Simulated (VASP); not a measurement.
Here is a VASP 6.6.1 calculation.

File INCAR:

```
PREC = Accurate
ENCUT = 520
EDIFF = 1E-6
ISMEAR = 0
SIGMA = 0.1
LREAL = F
LASPH = T
NELM = 100
ALGO = Fast
ISIF = 2
LWAVE = F
LCHARG = F
GGA = PE
NBANDS = 74
```

KPOINTS

```
regular mesh
0
Gamma
  18 18 2
```

The input POSCAR:

```
Ir2Rh3
1.0
    2.7351987859      0.0000000000      0.0000000000
   -1.3675993930      2.3687516330      0.0000000000
    0.0000000000      0.0000000000     22.0516031025
Ir Rh
4 6
Direct
    0.3333333333      0.6666666667      0.8991370919
    0.3333333333      0.6666666667      0.1008629081
    0.3333333333      0.6666666667      0.5000000000
    0.6666666667      0.3333333333      0.0000000000
    0.3333333333      0.6666666667      0.3006286561
    0.3333333333      0.6666666667      0.6993713439
    0.6666666667      0.3333333333      0.7991235233
    0.6666666667      0.3333333333      0.2008764767
    0.6666666667      0.3333333333      0.4004683230
    0.6666666667      0.3333333333      0.5995316770
```

Potentials or basis: VASP PAW PBE potentials, release 64 (Ir, Rh_pv).

Command:

```sh
$ cat potpaw_PBE.64/Ir/POTCAR potpaw_PBE.64/Rh_pv/POTCAR > POTCAR
$ mpirun -np 1 vasp_std > vasp.out
```

Estimate the band gap on the k mesh.

zero (bands 63 and 64 overlap by 2.14 eV).

What does it give for the largest force?

0.022 eV/Å.

Estimate the pressure.

0.1 GPa.

Forces in eV/Å, atoms in the order of the input:
```
Ir   0.000  0.000 -0.022
Ir   0.000  0.000  0.022
Ir   0.000  0.000  0.000
Ir   0.000  0.000  0.000
Rh   0.000  0.000 -0.001
Rh   0.000  0.000  0.001
Rh   0.000  0.000 -0.016
Rh   0.000  0.000  0.016
Rh   0.000  0.000 -0.021
Rh   0.000  0.000  0.021
```

Caveat: spin-orbit coupling is left out, which moves the levels of the heavy elements.
